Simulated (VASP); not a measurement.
# BaTiO3 in VASP: a series of runs

The runs below take BaTiO3 through single point, with PBE.

Everything below comes from runs of VASP 6.6.1. Logs are shortened: lines on timing, memory, paths and dates and some standing lists are left out, and cuts for length are marked.

## Step 1: The cell of the first run

Symmetry: Pm-3m, No. 221, cubic system. Conventional cell: a = 4.033 Å, b = 4.033 Å, c = 4.033 Å, α = 90.00°, β = 90.00°, γ = 90.00°. Ba (site symmetry m-3m) has 12 O at 2.85 Å and 8 Ti at 3.49 Å within 3.8 Å. Within 2.7 Å of Ti (site symmetry m-3m) lie 6 O at 2.02 Å. Within 2.7 Å of O (site symmetry 4/mmm) lie 2 Ti at 2.02 Å.

## Step 2: Single point, PBE (volume scaled by 1.02, then relaxed in part)

File INCAR:

```
SYSTEM = BaTiO3
PREC     = Accurate       ! precision mode
ENCUT    = 520            ! plane-wave cutoff, eV
EDIFF    = 1E-6           ! SCF threshold, eV
ISMEAR   = -1             ! smearing method
SIGMA    = 0.02           ! smearing width, eV
LREAL    = .FALSE.        ! projectors in reciprocal space
LASPH    = .TRUE.         ! aspherical terms in the spheres
NELM     = 60             ! most SCF steps
ALGO     = Normal         ! electronic algorithm
ISIF     = 2              ! what is computed and relaxed
LWAVE    = .FALSE.        ! write WAVECAR
LCHARG   = .FALSE.        ! write CHGCAR
GGA      = PE             ! functional
NBANDS   = 28             ! bands
```

File KPOINTS:

```
Automatic mesh
0
G
  8 8 8
  0 0 0
```

File POSCAR:

```
BaTiO3
1.0
    4.0325305745      0.0000000000      0.0000000000
    0.0000000000      4.0325305745      0.0000000000
    0.0000000000      0.0000000000      4.0325305745
Ba Ti O
1 1 3
Direct
    0.5000000000      0.5000000000      0.5000000000
    0.0000000000      0.0000000000      0.0000000000
    0.5000000000      0.0000000000      0.0000000000
    0.0000000000      0.5000000000      0.0000000000
    0.0000000000      0.0000000000      0.5000000000
```

Potentials or basis: VASP PAW PBE potentials, release 64 (Ba_sv, Ti_sv, O).

Launch:

```bash
> cat potpaw_PBE.64/Ba_sv/POTCAR potpaw_PBE.64/Ti_sv/POTCAR potpaw_PBE.64/O/POTCAR > POTCAR
> mpirun -np 1 vasp_std > vasp.out
```

OUTCAR:

```text
SYSTEM = BaTiO3
   PREC = Accurate
   ENCUT = 520
   EDIFF = 1E-6
   ISMEAR = -1
   LREAL = .FALSE.
   LASPH = .TRUE.
   NELM = 60
   ISIF = 2
   GGA = PE

 ion  position               nearest neighbor table
   1  0.500  0.500  0.500-   3 2.85   4 2.85   5 2.85   3 2.85   4 2.85   3 2.85   5 2.85   3 2.85
                             4 2.85   5 2.85   4 2.85   5 2.85   2 3.49   2 3.49   2 3.49   2 3.49
   2  0.000  0.000  0.000-   3 2.02   4 2.02   5 2.02   5 2.02   4 2.02   3 2.02   1 3.49   1 3.49
                             1 3.49   1 3.49   1 3.49   1 3.49   1 3.49   1 3.49
   3  0.500  0.000  0.000-   2 2.02   2 2.02   1 2.85   1 2.85   1 2.85   1 2.85
   4  0.000  0.500  0.000-   2 2.02   2 2.02   1 2.85   1 2.85   1 2.85   1 2.85
   5  0.000  0.000  0.500-   2 2.02   2 2.02   1 2.85   1 2.85   1 2.85   1 2.85

  LATTYP: Found a simple cubic cell.
 ALAT       =     4.0325305745

  Lattice vectors:

 A1 = (   4.0325305745,   0.0000000000,   0.0000000000)
 A2 = (   0.0000000000,   4.0325305745,   0.0000000000)
 A3 = (   0.0000000000,   0.0000000000,   4.0325305745)

Analysis of symmetry for initial positions (statically):
=====================================================================
 Subroutine PRICEL returns:
 Original cell was already a primitive cell.

 Routine SETGRP: Setting up the symmetry group for a
 simple cubic supercell.

 Subroutine GETGRP returns: Found 48 space group operations
 (whereof 48 operations were pure point group operations)
 out of a pool of 48 trial point group operations.

The static configuration has the point symmetry O_h .

Analysis of symmetry for dynamics (positions and initial velocities):
=====================================================================
 Subroutine PRICEL returns:
 Original cell was already a primitive cell.

 Routine SETGRP: Setting up the symmetry group for a
 simple cubic supercell.

 Subroutine GETGRP returns: Found 48 space group operations
 (whereof 48 operations were pure point group operations)
 out of a pool of 48 trial point group operations.

The dynamic configuration has the point symmetry O_h .

 Subroutine INISYM returns: Found 48 space group operations
 (whereof 48 operations are pure point group operations),
 and found     1 'primitive' translations

----------------------------------------------------------------------------------------

                                     Primitive cell

  volume of cell :      65.5742

  direct lattice vectors                    reciprocal lattice vectors
     4.032530574  0.000000000  0.000000000     0.247983241  0.000000000  0.000000000
     0.000000000  4.032530574  0.000000000     0.000000000  0.247983241  0.000000000
     0.000000000  0.000000000  4.032530574     0.000000000  0.000000000  0.247983241

  length of vectors
     4.032530574  4.032530574  4.032530574     0.247983241  0.247983241  0.247983241

  position of ions in fractional coordinates (direct lattice)
     0.500000000  0.500000000  0.500000000
     0.000000000  0.000000000  0.000000000
     0.500000000  0.000000000  0.000000000
     0.000000000  0.500000000  0.000000000
     0.000000000  0.000000000  0.500000000

  ion indices of the primitive-cell ions
   primitive index   ion index
                 1           1
                 2           2
                 3           3
                 4           4
                 5           5

----------------------------------------------------------------------------------------

 KPOINTS: Automatic mesh

Automatic generation of k-mesh.
 Grid dimensions read from file:
 generate k-points for:    8    8    8

 Generating k-lattice:

  Cartesian coordinates                     Fractional coordinates (reciprocal lattice)
     0.030997905  0.000000000  0.000000000     0.125000000  0.000000000  0.000000000
     0.000000000  0.030997905  0.000000000     0.000000000  0.125000000  0.000000000
     0.000000000  0.000000000  0.030997905     0.000000000  0.000000000  0.125000000

  Length of vectors
     0.030997905  0.030997905  0.030997905

  Shift w.r.t. Gamma in fractional coordinates (k-lattice)
     0.000000000  0.000000000  0.000000000

 Subroutine IBZKPT returns following result:
 ===========================================

 Found     35 irreducible k-points:

 Following reciprocal coordinates:
            Coordinates               Weight
  0.000000  0.000000  0.000000      1.000000
  0.125000  0.000000  0.000000      6.000000
  0.250000  0.000000  0.000000      6.000000
  0.375000  0.000000  0.000000      6.000000
  0.500000  0.000000  0.000000      3.000000
  0.125000  0.125000  0.000000     12.000000
[... 16 lines left out ...]
  0.375000  0.375000  0.125000     24.000000
  0.500000  0.375000  0.125000     24.000000
 [... further k-points ...]
   k-points           NKPTS =     35   k-points in BZ     NKDIM =     35   number of bands    NBANDS=     28
   number of dos      NEDOS =    301   number of ions     NIONS =      5
   total plane-waves  NPLWV =  27000
   dimension x,y,z NGX =    30 NGY =   30 NGZ =   30
   dimension x,y,z NGXF=    60 NGYF=   60 NGZF=   60
   ions per type =               1   1   3
   NGX,Y,Z   is equivalent  to a cutoff of  12.37, 12.37, 12.37 a.u.
   NGXF,Y,Z  is equivalent  to a cutoff of  24.74, 24.74, 24.74 a.u.
 SYSTEM =  BaTiO3
   PREC   = accura    normal or accurate (medium, high low for compatibility)
   ISTART =      0    job   : 0-new  1-cont  2-samecut
   ICHARG =      2    charge: 1-file 2-atom 10-const
   ISPIN  =      1    spin polarized calculation?
   LNONCOLLINEAR =      F non collinear calculations
   LSORBIT =      F    spin-orbit coupling
   LASPH  =      T    aspherical Exc in radial PAW
   ENCUT  =  520.0 eV  38.22 Ry    6.18 a.u.   7.50  7.50  7.50*2*pi/ulx,y,z
   NELM   =     60;   NELMIN=  2; NELMDL= -5     # of ELM steps
   EDIFF  = 0.1E-05   stopping-criterion for ELM
   LREAL  =      F    real-space projection
   EDIFFG = 0.1E-04   stopping-criterion for IOM
   NSW    =      0    number of steps for IOM
   IBRION =     -1    ionic relax: 0-MD 1-quasi-New 2-CG
   NFREE  =      0    steps in history (QN), initial steepest desc. (CG)
   ISIF   =      2    stress and relaxation
   ISYM   =      2    0-nonsym 1-usesym 2-fastsym
   POTIM  = 0.5000    time-step for ionic-motion
   TEBEG  =    0.0;   TEEND  =   0.0 temperature during run
   PSTRESS=    0.0 pullay stress
   NELECT =      40.0000    total number of electrons
   NUPDOWN=      -1.0000    fix difference up-down
   EMIN   =  10.00;   EMAX   =-10.00  energy-range for DOS
   EFERMI =   0.00;   METHOD = LEGACY
   ISMEAR =    -1;   SIGMA  =   0.02  broadening in eV -4-tet -1-fermi 0-gaus
   EFERMI_NEDOS =   21; number of points for ismear=-14 and -15
   IALGO  =     38    algorithm
   IMIX   =      4    mixing-type and parameters
     AMIX     =   0.40;   BMIX     =  1.00
     AMIX_MAG =   1.60;   BMIX_MAG =  1.00
  volume/ion in A,a.u.               =      13.11        88.50
  Fermi-wavevector in a.u.,A,eV,Ry     =   1.388408  2.623711 26.227641  1.927677
  Thomas-Fermi vector in A             =   2.512537
   LORBIT       =      0    0 simple, 1 ext, 2 COOP (PROOUT), +10 PAW based schemes
   GGA     = PE    functional components
   LHFCALC =     F    Hartree Fock is set to
   AEXX    =    0.0000 exact exchange contribution
   IVDW    =     0    specifies the selected vdW correction
   LEPSILON=     F    determine dielectric tensor
   LRPA    =     F    only Hartree local field effects (RPA)
 non-spin polarized calculation
  energy-cutoff  :      520.00
  volume of cell :       65.57
 maximum number of plane-waves:      1791
 NGX is ok and might be reduce to    30
   NGX = 15   NGY = 15   NGZ = 15

 number of electron      39.9999976 magnetization

 Free energy of the ion-electron system (eV)
  ---------------------------------------------------
  ext. energy  EPLUGINS =         0.00000000
  ---------------------------------------------------
  free energy    TOTEN  =       -39.98595241 eV

  energy without entropy =      -39.98595241  energy(sigma->0) =      -39.98595241

 E-fermi :   4.2787     XC(G=0): -11.1423

 val. band max:        3.6626298149   @ k =   0.5000   0.5000   0.5000
 cond. band min:       5.3621179424   @ k =   0.0000   0.0000   0.0000
 fundamental gap:      1.6994881276
 Fermi energy:         4.2787461399

 k-point     1 :       0.0000    0.0000    0.0000
  band No.  band energies     occupation
      1     -53.0694      2.00000
      2     -29.2686      2.00000
      3     -29.2686      2.00000
      4     -29.2686      2.00000
      5     -21.2049      2.00000
      6     -13.1788      2.00000
[... 20 lines left out ...]
     27       8.6881      0.00000
     28      10.8019      0.00000

 k-point     2 :       0.1250    0.0000    0.0000
  band No.  band energies     occupation
      1     -53.0693      2.00000
      2     -29.2754      2.00000
      3     -29.2683      2.00000
      4     -29.2683      2.00000
      5     -21.1897      2.00000
      6     -13.1825      2.00000
[... 20 lines left out ...]
     27       8.9874      0.00000
     28      11.1727      0.00000

 k-point     3 :       0.2500    0.0000    0.0000
  band No.  band energies     occupation
      1     -53.0689      2.00000
      2     -29.2919      2.00000
      3     -29.2677      2.00000
      4     -29.2677      2.00000
      5     -21.1527      2.00000
      6     -13.2337      2.00000
[... 20 lines left out ...]
     27       9.7733      0.00000
     28      11.9255      0.00000

 k-point     4 :       0.3750    0.0000    0.0000
  band No.  band energies     occupation
      1     -53.0686      2.00000
      2     -29.3083      2.00000
      3     -29.2671      2.00000
      4     -29.2671      2.00000
      5     -21.1150      2.00000
      6     -13.3238      2.00000
[... 578 lines left out ...]
     27      11.8874      0.00000
     28      12.0340      0.00000

 k-point    23 :       0.3750    0.3750    0.1250
  band No.  band energies     occupation
      1     -53.0677      2.00000
      2     -29.3058      2.00000
      3     -29.3055      2.00000
      4     -29.2723      2.00000
      5     -21.0422      2.00000
      6     -12.8981      2.00000
[... 20 lines left out ...]
     27      11.7884      0.00000
     28      12.4087      0.00000

 k-point    24 :       0.5000    0.3750    0.1250
  band No.  band energies     occupation
      1     -53.0676      2.00000
      2     -29.3123      2.00000
      3     -29.3053      2.00000
      4     -29.2720      2.00000
      5     -21.0313      2.00000
      6     -12.8431      2.00000
[... 20 lines left out ...]
     27      11.7408      0.00000
     28      12.5209      0.00000

 [... further k-points ...]
[... 5 lines left out ...]
  --------------------------------------------------------------------------------------
  -------------------------------------------------------------------------------------
  Total        0.0335228      0.0335228      0.0335228     -0.0000000      0.0000000     -0.0000000
  in kB        0.8190630      0.8190630      0.8190630     -0.0000000      0.0000000     -0.0000000
  external PRESSURE =       0.8190630 kB  Pullay stress =       0.0000000 kB

 VOLUME and BASIS-vectors are now :
 -----------------------------------------------------------------------------
  energy-cutoff  :      520.00
  volume of cell :       65.57
      direct lattice vectors                 reciprocal lattice vectors
     4.032530574  0.000000000  0.000000000     0.247983241  0.000000000  0.000000000
     0.000000000  4.032530574  0.000000000     0.000000000  0.247983241  0.000000000
     0.000000000  0.000000000  4.032530574     0.000000000  0.000000000  0.247983241

 POSITION                                       TOTAL-FORCE (eV/Angst)
 -----------------------------------------------------------------------------------
      2.01627      2.01627      2.01627         0.000000      0.000000      0.000000
      0.00000      0.00000      0.00000         0.000000      0.000000      0.000000
      2.01627      0.00000      0.00000         0.000000      0.000000      0.000000
      0.00000      2.01627      0.00000         0.000000      0.000000      0.000000
      0.00000      0.00000      2.01627         0.000000      0.000000      0.000000
 -----------------------------------------------------------------------------------
    total drift:                                0.000000     -0.000000      0.000000

  FREE ENERGIE OF THE ION-ELECTRON SYSTEM (eV)
  ---------------------------------------------------
  free  energy   TOTEN  =       -39.9859524149 eV

  energy  without entropy=      -39.9859524149  energy(sigma->0) =      -39.98595241
```

Run time: 45 s. Hardware: 1 thread of Intel Xeon Platinum 8488C (Sapphire Rapids), shared host; peak memory 0.21 GiB.

What came out:

```yaml
Free_energy: -39.9860 eV
Pressure: 0.1 GPa
Band_gap_on_the_k_mesh: 1.70 eV, indirect (least direct gap 1.87 eV)
```

Caveat: spin-orbit coupling is left out, which moves the levels of the heavy elements. A k mesh can miss the band edges.

## Step 3: Single point, PBE (volume scaled by 1.04, then relaxed in part)

File INCAR:

```
SYSTEM = BaTiO3
ALGO     = Normal         ! electronic algorithm
EDIFF    = 1E-6           ! SCF threshold, eV
ENCUT    = 520            ! plane-wave cutoff, eV
GGA      = PE             ! functional
ISIF     = 2              ! what is computed and relaxed
ISMEAR   = -1             ! smearing method
LASPH    = .TRUE.         ! aspherical terms in the spheres
LCHARG   = .FALSE.        ! write CHGCAR
LREAL    = .FALSE.        ! projectors in reciprocal space
LWAVE    = .FALSE.        ! write WAVECAR
NBANDS   = 28             ! bands
NELM     = 60             ! most SCF steps
PREC     = Accurate       ! precision mode
SIGMA    = 0.02           ! smearing width, eV
```

File KPOINTS:

```
k-points
0
G
  8 8 8
  0 0 0
```

Edit POSCAR of step 2 so:

```diff
@@ -2,5 +2,5 @@
 1.0
-    4.0325305745      0.0000000000      0.0000000000
-    0.0000000000      4.0325305745      0.0000000000
-    0.0000000000      0.0000000000      4.0325305745
+    4.0587165717      0.0000000000      0.0000000000
+    0.0000000000      4.0587165717      0.0000000000
+    0.0000000000      0.0000000000      4.0587165717
 Ba Ti O
```

Potentials or basis: VASP PAW PBE potentials, release 64 (Ba_sv, Ti_sv, O).

Launch:

```bash
> cat potpaw_PBE.64/Ba_sv/POTCAR potpaw_PBE.64/Ti_sv/POTCAR potpaw_PBE.64/O/POTCAR > POTCAR
> mpirun -np 1 vasp_std > vasp.out
```

OUTCAR:

```text
SYSTEM = BaTiO3
   EDIFF = 1E-6
   ENCUT = 520
   GGA = PE
   ISIF = 2
   ISMEAR = -1
   LASPH = .TRUE.
   LREAL = .FALSE.
   NELM = 60
   PREC = Accurate

 ion  position               nearest neighbor table
   1  0.500  0.500  0.500-   3 2.87   4 2.87   5 2.87   3 2.87   4 2.87   3 2.87   5 2.87   3 2.87
                             4 2.87   5 2.87   4 2.87   5 2.87   2 3.51   2 3.51   2 3.51   2 3.51
   2  0.000  0.000  0.000-   3 2.03   4 2.03   5 2.03   5 2.03   4 2.03   3 2.03   1 3.51   1 3.51
                             1 3.51   1 3.51   1 3.51   1 3.51   1 3.51   1 3.51
   3  0.500  0.000  0.000-   2 2.03   2 2.03   1 2.87   1 2.87   1 2.87   1 2.87
   4  0.000  0.500  0.000-   2 2.03   2 2.03   1 2.87   1 2.87   1 2.87   1 2.87
   5  0.000  0.000  0.500-   2 2.03   2 2.03   1 2.87   1 2.87   1 2.87   1 2.87

  LATTYP: Found a simple cubic cell.
 ALAT       =     4.0587165717

  Lattice vectors:

 A1 = (   4.0587165717,   0.0000000000,   0.0000000000)
 A2 = (   0.0000000000,   4.0587165717,   0.0000000000)
 A3 = (   0.0000000000,   0.0000000000,   4.0587165717)

Analysis of symmetry for initial positions (statically):
=====================================================================
 Subroutine PRICEL returns:
[... 173 lines left out ...]

  energy without entropy =      -39.97561026  energy(sigma->0) =      -39.97561026

 E-fermi :   4.0117     XC(G=0): -11.0409

 val. band max:        3.5169169366   @ k =   0.5000   0.5000   0.5000
 cond. band min:       5.1773114837   @ k =   0.0000   0.0000   0.0000
 fundamental gap:      1.6603945472
 Fermi energy:         4.0117297116

 k-point     1 :       0.0000    0.0000    0.0000
  band No.  band energies     occupation
      1     -53.2944      2.00000
      2     -29.4841      2.00000
      3     -29.4841      2.00000
      4     -29.4841      2.00000
      5     -21.4002      2.00000
      6     -13.2775      2.00000
[... 733 lines left out ...]
     27      11.4932      0.00000
     28      12.2469      0.00000

 [... further k-points ...]
[... 5 lines left out ...]
  --------------------------------------------------------------------------------------
  -------------------------------------------------------------------------------------
  Total       -1.2279535     -1.2279535     -1.2279535     -0.0000000      0.0000000     -0.0000000
  in kB      -29.4256677    -29.4256677    -29.4256677     -0.0000000      0.0000000     -0.0000000
  external PRESSURE =     -29.4256677 kB  Pullay stress =       0.0000000 kB

 VOLUME and BASIS-vectors are now :
 -----------------------------------------------------------------------------
  energy-cutoff  :      520.00
  volume of cell :       66.86
      direct lattice vectors                 reciprocal lattice vectors
     4.058716572  0.000000000  0.000000000     0.246383304  0.000000000  0.000000000
     0.000000000  4.058716572  0.000000000     0.000000000  0.246383304  0.000000000
     0.000000000  0.000000000  4.058716572     0.000000000  0.000000000  0.246383304

 POSITION                                       TOTAL-FORCE (eV/Angst)
 -----------------------------------------------------------------------------------
      2.02936      2.02936      2.02936         0.000000      0.000000      0.000000
      0.00000      0.00000      0.00000         0.000000      0.000000      0.000000
      2.02936      0.00000      0.00000         0.000000      0.000000      0.000000
      0.00000      2.02936      0.00000         0.000000      0.000000      0.000000
      0.00000      0.00000      2.02936         0.000000      0.000000      0.000000
 -----------------------------------------------------------------------------------
    total drift:                                0.000000     -0.000000      0.000000

  FREE ENERGIE OF THE ION-ELECTRON SYSTEM (eV)
  ---------------------------------------------------
  free  energy   TOTEN  =       -39.9756102591 eV

  energy  without entropy=      -39.9756102591  energy(sigma->0) =      -39.97561026
```

stdout:

```text
POSCAR found type information on POSCAR BaTiO
 POSCAR found :  3 types and       5 ions
 scaLAPACK will be used
 LDA part: xc-table for (Slater+PW92), standard interpolation
 POSCAR, INCAR and KPOINTS ok, starting setup
 FFT: planning ... GRIDC
 FFT: planning ... GRID_SOFT
 FFT: planning ... GRID
 WAVECAR not read
 entering main loop
```

Run time: 52 s. Hardware: 1 thread of Intel Xeon Platinum 8488C (Sapphire Rapids), shared host; peak memory 0.21 GiB.

What came out:

```yaml
Free_energy: -39.9756 eV
Pressure: -2.9 GPa
Band_gap_on_the_k_mesh: 1.66 eV, indirect (least direct gap 1.84 eV)
```

Caveat: spin-orbit coupling is left out, which moves the levels of the heavy elements. A k mesh can miss the band edges.

(Part 1 of 3 ends here.)
